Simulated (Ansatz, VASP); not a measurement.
**KBr: VASP beside Ansatz**

POSCAR

```
KBr
1.0
    3.9762553130      0.0000000000      0.0000000000
    0.0000000000      3.9762553130      0.0000000000
    0.0000000000      0.0000000000      3.9762553130
K Br
1 1
Direct
    0.0000000000      0.0000000000      0.0000000000
    0.5000000000      0.5000000000      0.5000000000
```

The input INCAR.step1:

```
SYSTEM = KBr
PREC     = Accurate       ! precision mode
ENCUT    = 520            ! plane-wave cutoff, eV
EDIFF    = 1E-5           ! SCF threshold, eV
ISMEAR   = 0              ! smearing method
SIGMA    = 0.01           ! smearing width, eV
LREAL    = .False.        ! projectors in reciprocal space
LASPH    = .True.         ! aspherical terms in the spheres
NELM     = 60             ! most SCF steps
ALGO     = Normal         ! electronic algorithm
ISIF     = 2              ! what is computed and relaxed
LWAVE    = .True.         ! write WAVECAR
LCHARG   = .False.        ! write CHGCAR
GGA      = PE             ! functional
NBANDS   = 15             ! bands
```

Contents of INCAR.step2:

```
SYSTEM = KBr
PREC     = Accurate       ! precision mode
ENCUT    = 520            ! plane-wave cutoff, eV
EDIFF    = 1E-6           ! SCF threshold, eV
ISMEAR   = 0              ! smearing method
SIGMA    = 0.01           ! smearing width, eV
LREAL    = .False.        ! projectors in reciprocal space
LASPH    = .True.         ! aspherical terms in the spheres
NELM     = 60             ! most SCF steps
ALGO     = Normal         ! electronic algorithm
ISIF     = 2              ! what is computed and relaxed
LWAVE    = .False.        ! write WAVECAR
LCHARG   = .False.        ! write CHGCAR
GGA      = PE             ! functional
LHFCALC  = .True.         ! exact exchange
AEXX     = 0.35           ! exact-exchange fraction
HFSCREEN = 0.1            ! screening, 1/A
PRECFOCK = Normal       
ISTART   = 1            
NBANDS   = 15             ! bands
```

The input KPOINTS:

```
Automatic mesh
0
Gamma
  4 4 4
  0 0 0
```

Input for Ansatz:

```yaml
crystal:
  lattice:
    - [3.976255313, 0.0, 0.0]
    - [0.0, 3.976255313, 0.0]
    - [0.0, 0.0, 3.976255313]
  atoms:
    - { symbol: K, position: [0.0, 0.0, 0.0] }
    - { symbol: Br, position: [0.5, 0.5, 0.5] }
kpoints:
  mp_grid: { grid: [4, 4, 4] }
hamiltonian:
  xc: { exchange: pbe, correlation: pbe, exx: { coeff: 0.35, omega: 0.1 } }
scf:
  occupations: { method: fixed }
  n_extra_bands: 4
output:
  forces: true
  stress: true
  eigenvalues: true
```

Alike in both runs: task single point; functional PBE-based screened hybrid; k mesh 4 × 4 × 4; no spin polarisation.

|  | VASP | Ansatz |
| --- | --- | --- |
| version | VASP 6.6.1 | Ansatz 0.2.0 |
| potentials or method | VASP PAW PBE potentials, release 64 (K_sv, Br) | plane waves |
| plane-wave cutoff (eV) | 520 | 420 |
| occupations | gaussian, width 0.01 eV | fixed |
| valence electrons in the cell | 16 | 16 |

|  | VASP | Ansatz | Ansatz less VASP |
| --- | --- | --- | --- |
| gap on the k mesh at the Fermi level (eV) | 6.16 | 6.15 | -0.008 |
| pressure (GPa) | 0.3 | 0.3 | +0.05 |

VASP's potentials were made for PBE, not for PBE-based screened hybrid. Ansatz's warnings: stress exchange threshold loose, stress scf threshold loose.
